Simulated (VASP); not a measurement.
Here is a VASP 6.6.1 calculation.

File INCAR:

```
PREC = Accurate ; ENCUT = 750
EDIFF = 1E-6 ; ISMEAR = -1
SIGMA = 0.03 ; LREAL = False
LASPH = True ; NELM = 120
ALGO = Normal ; ISIF = 2
LWAVE = False ; LCHARG = False
GGA = PS ; NBANDS = 13
GGA_COMPAT = False
```

The input KPOINTS:

```
Automatic mesh
0
Gamma
  9 9 9
```

Contents of POSCAR:

```
Li2O
1.0
    0.0000000000      2.3171728138      2.3171728138
    2.3171728138      0.0000000000      2.3171728138
    2.3171728138      2.3171728138      0.0000000000
Li O
2 1
Direct
    0.2500000000      0.2500000000      0.2500000000
    0.7500000000      0.7500000000      0.7500000000
    0.0000000000      0.0000000000      0.0000000000
```

Potentials or basis: VASP PAW PBE potentials, release 64 (Li_sv, O).

Run with:

```console
$ cat potpaw_PBE.64/Li_sv/POTCAR potpaw_PBE.64/O/POTCAR > POTCAR
$ mpirun -np 1 vasp_std > vasp.out
```

Question: Predict the band gap on the k mesh.

Answer: 4.91 eV (least direct gap 5.09 eV).

Question: Estimate the pressure.

Answer: -2.7 GPa.

Caveat: the PAW data sets were made with another functional, which shifts forces and pressure a little; an odd mesh through Γ misses points on the zone boundary, where band edges can lie.
